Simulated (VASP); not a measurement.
# C (C2/m) in VASP: a series of runs, part 2 of 2

VASP 6.6.1. The steps go on from the part before.

## 5. Single point, PBEsol

This run uses another cell than the first one, of 9.52 Å³/atom, 1.095 times its volume.

Input file INCAR:

```
PREC = Accurate
ENCUT = 520
EDIFF = 1E-6
ISMEAR = -1
SIGMA = 0.1
LREAL = F
LASPH = T
NELM = 60
ALGO = Normal
ISIF = 2
LWAVE = F
LCHARG = F
GGA = PS
NBANDS = 11
```

Input file KPOINTS:

```
regular mesh
0
Gamma
  14 14 8
```

Input file POSCAR:

```
C
1.0
    2.1553142629     -1.2444434325      0.0000000000
    2.1553142629      1.2444434325      0.0000000000
   -1.3972177390      0.0000000000      3.5489251545
C
2
Direct
    0.8333600000      0.8333600000      0.0000900000
    0.1666400000      0.1666400000      0.9999100000
```

Potentials or basis: VASP PAW PBE potentials, release 64 (C).

Launch:

```console
$ cat potpaw_PBE.64/C/POTCAR > POTCAR
$ mpirun -np 1 vasp_std > vasp.out
```

OUTCAR:

```text
PREC = Accurate
   ENCUT = 520
   EDIFF = 1E-6
   ISMEAR = -1
   LREAL = F
   LASPH = T
   NELM = 60
   ISIF = 2
   GGA = PS

 ion  position               nearest neighbor table
   1  0.833  0.833  0.000-   2 1.44   2 1.44   2 1.44
   2  0.167  0.167  1.000-   1 1.44   1 1.44   1 1.44

  LATTYP: Found a base centered monoclinic cell.
 ALAT       =     4.3106285258
 B/A-ratio  =     0.5773837504
 C/A-ratio  =     0.8848047022
 COS(beta)  =    -0.3663330234

[... 513 lines left out ...]
      4      -1.3833      2.00000
      5      10.2074      0.00000
      6      11.1217      0.00000
      7      13.2784      0.00000
      8      14.8142      0.00000
      9      19.6288      0.00000
     10      21.6321      0.00000
     11      27.2417      0.00000

 [... further k-points ...]
[... 5 lines left out ...]
  --------------------------------------------------------------------------------------
  -------------------------------------------------------------------------------------
  Total       -1.5195654     -1.5248631      0.0238251      0.0000000      0.0000000     -0.0032895
  in kB     -127.8843421   -128.3301862      2.0050860      0.0000000      0.0000000     -0.2768375
  external PRESSURE =     -84.7364808 kB  Pullay stress =       0.0000000 kB

 VOLUME and BASIS-vectors are now :
 -----------------------------------------------------------------------------
  energy-cutoff  :      520.00
  volume of cell :       19.04
      direct lattice vectors                 reciprocal lattice vectors
     2.155314263 -1.244443433  0.000000000     0.231984731 -0.401786041  0.091332775
     2.155314263  1.244443433  0.000000000     0.231984731  0.401786041  0.091332775
    -1.397217739  0.000000000  3.548925155     0.000000000  0.000000000  0.281775455

 POSITION                                       TOTAL-FORCE (eV/Angst)
 -----------------------------------------------------------------------------------
      3.59218      0.00000      0.00032         0.001802      0.000000     -0.003142
     -0.67877      0.00000      3.54861        -0.001802      0.000000      0.003142
 -----------------------------------------------------------------------------------
    total drift:                                0.000000     -0.000000     -0.000000

  FREE ENERGIE OF THE ION-ELECTRON SYSTEM (eV)
  ---------------------------------------------------
  free  energy   TOTEN  =       -19.2737048314 eV

  energy  without entropy=      -19.2733840701  energy(sigma->0) =      -19.27354445
```

OSZICAR:

```text
N       E                     dE             d eps       ncg     rms          rms(c)
DAV:   1     0.418684135379E+00    0.41868E+00   -0.40369E+03  9614   0.640E+02
DAV:   2    -0.198602917604E+02   -0.20279E+02   -0.19384E+02 12459   0.118E+02
DAV:   3    -0.203509578099E+02   -0.49067E+00   -0.48958E+00 11978   0.149E+01
DAV:   4    -0.203528919214E+02   -0.19341E-02   -0.19339E-02 11059   0.114E+00
DAV:   5    -0.203528998665E+02   -0.79451E-05   -0.79447E-05 12059   0.678E-02    0.613E+00
DAV:   6    -0.195351473731E+02    0.81775E+00   -0.68566E-01 11109   0.473E+00    0.354E+00
DAV:   7    -0.192714883395E+02    0.26366E+00   -0.77864E-01 11376   0.510E+00    0.904E-01
DAV:   8    -0.192739141741E+02   -0.24258E-02   -0.19961E-02 10490   0.887E-01    0.124E-01
DAV:   9    -0.192736398159E+02    0.27436E-03   -0.57221E-04 11545   0.146E-01    0.599E-02
DAV:  10    -0.192737041959E+02   -0.64380E-04   -0.15786E-04 10753   0.807E-02    0.271E-02
DAV:  11    -0.192737048314E+02   -0.63543E-06   -0.62142E-06 11610   0.142E-02
   1 F= -.19273705E+02 E0= -.19273544E+02  d E =-.320761E-03
```

Run time: 27 s. Hardware: 1 thread of Intel Xeon 6975P-C (Granite Rapids), shared host; peak memory 0.18 GiB.

Results:

```yaml
Free_energy: -19.2737 eV
Pressure: -8.5 GPa
Largest_force: 0.004 eV/Å
Band_gap_on_the_k_mesh: 0.77 eV, indirect (least direct gap 0.79 eV)
```

Forces on the atoms (eV/Å):
```
C    0.002  0.000 -0.003
C   -0.002  0.000  0.003
```

Caveat: the PAW data sets were made with another functional, which shifts forces and pressure a little; this functional lacks dispersion, which binds the layers, so the pressure and a relaxed spacing across them are unreliable. A k mesh can miss the band edges.

## 6. Single point, PBEsol

This run uses another cell than the first one, of 9.79 Å³/atom, 1.126 times its volume.

Input file INCAR:

```
SYSTEM = C
ALGO = Normal
EDIFF = 1E-7
ENCUT = 520
GGA = PS
ISIF = 2
ISMEAR = -1
LASPH = .True.
LCHARG = .False.
LREAL = .False.
LWAVE = .False.
NBANDS = 11
NELM = 60
PREC = Accurate
SIGMA = 0.1
```

Input file KPOINTS:

```
k-points
0
Gamma
  14 14 8
  0 0 0
```

Input file POSCAR:

```
C
1.0
    2.1758423009     -1.2562959881      0.0000000000
    2.1758423009      1.2562959881      0.0000000000
   -1.4105253756      0.0000000000      3.5827264760
C
2
Direct
    0.8333600000      0.8333600000      0.0000900000
    0.1666400000      0.1666400000      0.9999100000
```

Potentials or basis: VASP PAW PBE potentials, release 64 (C).

Launch:

```console
$ cat potpaw_PBE.64/C/POTCAR > POTCAR
$ mpirun -np 1 vasp_std > vasp.out
```

OUTCAR:

```text
SYSTEM = C
   EDIFF = 1E-7
   ENCUT = 520
   GGA = PS
   ISIF = 2
   ISMEAR = -1
   LASPH = .True.
   LREAL = .False.
   NELM = 60
   PREC = Accurate

 ion  position               nearest neighbor table
   1  0.833  0.833  0.000-   2 1.45   2 1.45   2 1.45
   2  0.167  0.167  1.000-   1 1.45   1 1.45   1 1.45

  LATTYP: Found a base centered monoclinic cell.
 ALAT       =     4.3516846018
 B/A-ratio  =     0.5773837505
 C/A-ratio  =     0.8848047021
 COS(beta)  =    -0.3663330234

  Lattice vectors:

 A1 = (   2.1758423009,  -1.2562959881,   0.0000000000)
 A2 = (   2.1758423009,   1.2562959881,   0.0000000000)
 A3 = (  -1.4105253756,   0.0000000000,   3.5827264760)

Analysis of symmetry for initial positions (statically):
=====================================================================
 Subroutine PRICEL returns:
 Original cell was already a primitive cell.

 Routine SETGRP: Setting up the symmetry group for a
 base centered monoclinic supercell.

 Subroutine GETGRP returns: Found  4 space group operations
 (whereof  4 operations were pure point group operations)
 out of a pool of  4 trial point group operations.

The static configuration has the point symmetry C_2h.

Analysis of symmetry for dynamics (positions and initial velocities):
=====================================================================
 Subroutine PRICEL returns:
 Original cell was already a primitive cell.

 Routine SETGRP: Setting up the symmetry group for a
 base centered monoclinic supercell.

 Subroutine GETGRP returns: Found  4 space group operations
 (whereof  4 operations were pure point group operations)
 out of a pool of  4 trial point group operations.

The dynamic configuration has the point symmetry C_2h.

 Subroutine INISYM returns: Found  4 space group operations
 (whereof  4 operations are pure point group operations),
 and found     1 'primitive' translations

----------------------------------------------------------------------------------------

                                     Primitive cell

  volume of cell :      19.5868

  direct lattice vectors                    reciprocal lattice vectors
     2.175842301 -1.256295988  0.000000000     0.229796066 -0.397995381  0.090471093
     2.175842301  1.256295988  0.000000000     0.229796066  0.397995381  0.090471093
    -1.410525376  0.000000000  3.582726476     0.000000000  0.000000000  0.279117037

  length of vectors
     2.512482702  2.512482702  3.850390998     0.468392542  0.468392542  0.279117037

  position of ions in fractional coordinates (direct lattice)
     0.833360000  0.833360000  0.000090000
     0.166640000  0.166640000  0.999910000

  ion indices of the primitive-cell ions
   primitive index   ion index
                 1           1
                 2           2

----------------------------------------------------------------------------------------

 KPOINTS: k-points

Automatic generation of k-mesh.
 Grid dimensions read from file:
 generate k-points for:   14   14    8

 Generating k-lattice:

  Cartesian coordinates                     Fractional coordinates (reciprocal lattice)
     0.016414005 -0.028428241  0.006462221     0.071428571  0.000000000  0.000000000
     0.016414005  0.028428241  0.006462221     0.000000000  0.071428571  0.000000000
     0.000000000  0.000000000  0.034889630     0.000000000  0.000000000  0.125000000

  Length of vectors
     0.033456610  0.033456610  0.034889630

  Shift w.r.t. Gamma in fractional coordinates (k-lattice)
     0.000000000  0.000000000  0.000000000

 Subroutine IBZKPT returns following result:
 ===========================================

 Found    429 irreducible k-points:

 Following reciprocal coordinates:
            Coordinates               Weight
  0.000000  0.000000  0.000000      1.000000
  0.071429 -0.000000  0.000000      4.000000
  0.142857 -0.000000 -0.000000      4.000000
  0.214286 -0.000000 -0.000000      4.000000
  0.285714 -0.000000 -0.000000      4.000000
  0.357143 -0.000000  0.000000      4.000000
[... 16 lines left out ...]
  0.214286  0.142857 -0.000000      4.000000
  0.285714  0.142857 -0.000000      4.000000
 [... further k-points ...]
   k-points           NKPTS =    429   k-points in BZ     NKDIM =    429   number of bands    NBANDS=     11
   number of dos      NEDOS =    301   number of ions     NIONS =      2
   total plane-waves  NPLWV =  12000
   dimension x,y,z NGX =    20 NGY =   20 NGZ =   30
   dimension x,y,z NGXF=    40 NGYF=   40 NGZF=   60
   ions per type =               2
   NGX,Y,Z   is equivalent  to a cutoff of  13.23, 13.23, 12.95 a.u.
   NGXF,Y,Z  is equivalent  to a cutoff of  26.47, 26.47, 25.91 a.u.
 SYSTEM =  C
   PREC   = accura    normal or accurate (medium, high low for compatibility)
   ISTART =      0    job   : 0-new  1-cont  2-samecut
   ICHARG =      2    charge: 1-file 2-atom 10-const
   ISPIN  =      1    spin polarized calculation?
   LNONCOLLINEAR =      F non collinear calculations
   LSORBIT =      F    spin-orbit coupling
   LASPH  =      T    aspherical Exc in radial PAW
   ENCUT  =  520.0 eV  38.22 Ry    6.18 a.u.   4.67  4.67  7.16*2*pi/ulx,y,z
   NELM   =     60;   NELMIN=  2; NELMDL= -5     # of ELM steps
   EDIFF  = 0.1E-06   stopping-criterion for ELM
   LREAL  =      F    real-space projection
   EDIFFG = 0.1E-05   stopping-criterion for IOM
   NSW    =      0    number of steps for IOM
   IBRION =     -1    ionic relax: 0-MD 1-quasi-New 2-CG
   NFREE  =      0    steps in history (QN), initial steepest desc. (CG)
   ISIF   =      2    stress and relaxation
   ISYM   =      2    0-nonsym 1-usesym 2-fastsym
   POTIM  = 0.5000    time-step for ionic-motion
   TEBEG  =    0.0;   TEEND  =   0.0 temperature during run
   PSTRESS=    0.0 pullay stress
   NELECT =       8.0000    total number of electrons
   NUPDOWN=      -1.0000    fix difference up-down
   EMIN   =  10.00;   EMAX   =-10.00  energy-range for DOS
   EFERMI =   0.00;   METHOD = LEGACY
   ISMEAR =    -1;   SIGMA  =   0.10  broadening in eV -4-tet -1-fermi 0-gaus
   EFERMI_NEDOS =   21; number of points for ismear=-14 and -15
   IALGO  =     38    algorithm
   IMIX   =      4    mixing-type and parameters
     AMIX     =   0.40;   BMIX     =  1.00
     AMIX_MAG =   1.60;   BMIX_MAG =  1.00
  volume/ion in A,a.u.               =       9.79        66.09
  Fermi-wavevector in a.u.,A,eV,Ry     =   1.214648  2.295352 20.073628  1.475370
  Thomas-Fermi vector in A             =   2.350061
   LORBIT       =      0    0 simple, 1 ext, 2 COOP (PROOUT), +10 PAW based schemes
   GGA     = PS    functional components
   LHFCALC =     F    Hartree Fock is set to
   AEXX    =    0.0000 exact exchange contribution
   IVDW    =     0    specifies the selected vdW correction
   LEPSILON=     F    determine dielectric tensor
   LRPA    =     F    only Hartree local field effects (RPA)
 non-spin polarized calculation
  energy-cutoff  :      520.00
  volume of cell :       19.59
 maximum number of plane-waves:       538
   NGX =  9   NGY =  9   NGZ = 15

 number of electron       8.0000000 magnetization

 Free energy of the ion-electron system (eV)
  ---------------------------------------------------
  ext. energy  EPLUGINS =         0.00000000
  ---------------------------------------------------
  free energy    TOTEN  =       -19.23382253 eV

  energy without entropy =      -19.23347485  energy(sigma->0) =      -19.23364869

 E-fermi :   3.7537     XC(G=0):  -9.9760

 val. band max:        3.3887513463   @ k =  -0.2857   0.3571   0.1250
 cond. band min:       4.1476496551   @ k =  -0.3571   0.3571   0.5000
 fundamental gap:      0.7588983088
 Fermi energy:         3.7537262362

 k-point     1 :       0.0000    0.0000    0.0000
  band No.  band energies     occupation
      1     -15.3960      2.00000
      2      -2.7792      2.00000
      3       0.7176      2.00000
      4       0.7195      2.00000
      5       7.5328      0.00000
      6      11.6744      0.00000
      7      11.6779      0.00000
      8      14.4560      0.00000
      9      15.1577      0.00000
     10      25.3585      0.00000
     11      26.7363      0.00000
[... 309 lines left out ...]
 k-point    24 :       0.2857    0.1429   -0.0000
  band No.  band energies     occupation
      1     -13.9686      2.00000
      2      -3.0453      2.00000
      3      -1.7993      2.00000
      4      -1.4931      2.00000
      5       9.9699      0.00000
      6      10.6933      0.00000
      7      12.8187      0.00000
      8      14.1922      0.00000
      9      18.9030      0.00000
     10      21.1821      0.00000
     11      26.6201      0.00000

 [... further k-points ...]
[... 5 lines left out ...]
  --------------------------------------------------------------------------------------
  -------------------------------------------------------------------------------------
  Total       -2.7318595     -2.7369539      0.0158407      0.0000000      0.0000000     -0.0030547
  in kB     -223.4631464   -223.8798641      1.2957546      0.0000000      0.0000000     -0.2498689
  external PRESSURE =    -148.6824186 kB  Pullay stress =       0.0000000 kB

 VOLUME and BASIS-vectors are now :
 -----------------------------------------------------------------------------
  energy-cutoff  :      520.00
  volume of cell :       19.59
      direct lattice vectors                 reciprocal lattice vectors
     2.175842301 -1.256295988  0.000000000     0.229796066 -0.397995381  0.090471093
     2.175842301  1.256295988  0.000000000     0.229796066  0.397995381  0.090471093
    -1.410525376  0.000000000  3.582726476     0.000000000  0.000000000  0.279117037

 POSITION                                       TOTAL-FORCE (eV/Angst)
 -----------------------------------------------------------------------------------
      3.62639      0.00000      0.00032         0.001797      0.000000     -0.003563
     -0.68523      0.00000      3.58240        -0.001797      0.000000      0.003563
 -----------------------------------------------------------------------------------
    total drift:                                0.000000     -0.000000     -0.000000

  FREE ENERGIE OF THE ION-ELECTRON SYSTEM (eV)
  ---------------------------------------------------
  free  energy   TOTEN  =       -19.2338225295 eV

  energy  without entropy=      -19.2334748538  energy(sigma->0) =      -19.23364869
```

OSZICAR:

```text
N       E                     dE             d eps       ncg     rms          rms(c)
DAV:   1     0.825209053881E+00    0.82521E+00   -0.39817E+03  9534   0.638E+02
DAV:   2    -0.196995826562E+02   -0.20525E+02   -0.19549E+02 12495   0.119E+02
DAV:   3    -0.202169041967E+02   -0.51732E+00   -0.51612E+00 11938   0.153E+01
DAV:   4    -0.202190467463E+02   -0.21425E-02   -0.21423E-02 10983   0.119E+00
DAV:   5    -0.202190557227E+02   -0.89764E-05   -0.89760E-05 11965   0.722E-02    0.590E+00
DAV:   6    -0.194736866706E+02    0.74537E+00   -0.62291E-01 11117   0.448E+00    0.341E+00
DAV:   7    -0.192317475202E+02    0.24194E+00   -0.71210E-01 11403   0.484E+00    0.851E-01
DAV:   8    -0.192339782688E+02   -0.22307E-02   -0.18110E-02 10477   0.842E-01    0.112E-01
DAV:   9    -0.192337529009E+02    0.22537E-03   -0.49494E-04 11525   0.137E-01    0.560E-02
DAV:  10    -0.192338214922E+02   -0.68591E-04   -0.14982E-04 10662   0.774E-02    0.254E-02
DAV:  11    -0.192338220831E+02   -0.59098E-06   -0.58320E-06 11631   0.136E-02    0.719E-03
DAV:  12    -0.192338225962E+02   -0.51305E-06   -0.76106E-07 10643   0.537E-03    0.136E-03
DAV:  13    -0.192338225295E+02    0.66728E-07   -0.96095E-08 11829   0.187E-03
   1 F= -.19233823E+02 E0= -.19233649E+02  d E =-.347676E-03
```

It took 34 s on 1 thread of Intel Xeon 6975P-C (Granite Rapids), shared host; peak memory 0.18 GiB.

What came out:

```
Free energy            : -19.2338 eV
Pressure               : -14.9 GPa
Largest force          : 0.004 eV/Å
Band gap on the k mesh : 0.76 eV, indirect (least direct gap 0.78 eV)
```

Forces in eV/Å, atoms in the order of the input:
```
C    0.002  0.000 -0.004
C   -0.002  0.000  0.004
```

Stress tensor (GPa, compression positive):
```
-22.35   0.00  -0.02
  0.00 -22.39   0.00
 -0.02   0.00   0.13
```

Caveat: the PAW data sets were made with another functional, which shifts forces and pressure a little; this functional lacks dispersion, which binds the layers, so the pressure and a relaxed spacing across them are unreliable. A k mesh can miss the band edges.

## 7. Overview

```tsv
cell	gap on the mesh (eV)	pressure (GPa)
a = 2.415, b = 2.415, c = 3.701 Å, angles 108.5, 108.5, 60.0°, 2 atoms	0.80	16.9
a = 2.440, b = 2.440, c = 3.739 Å, angles 108.5, 108.5, 60.0°, 2 atoms	0.79	7.3
a = 2.465, b = 2.465, c = 3.777 Å, angles 108.5, 108.5, 60.0°, 2 atoms	0.78	-1.1
a = 2.489, b = 2.489, c = 3.814 Å, angles 108.5, 108.5, 60.0°, 2 atoms	0.77	-8.5
a = 2.512, b = 2.512, c = 3.850 Å, angles 108.5, 108.5, 60.0°, 2 atoms	0.76	-14.9
```

Alike in all rows: task single point; level PBEsol; potentials or basis VASP PAW PBE potentials, release 64 (C); no spin polarisation; k mesh 14 × 14 × 8; cutoff (eV) 520; smearing fermi-dirac 0.1 eV.

Caveats: the PAW data sets were made with another functional, which shifts forces and pressure a little; this functional lacks dispersion, which binds the layers, so the pressure and a relaxed spacing across them are unreliable.

Total energies depend on the potentials used, so only differences within one code and one set of settings carry meaning.
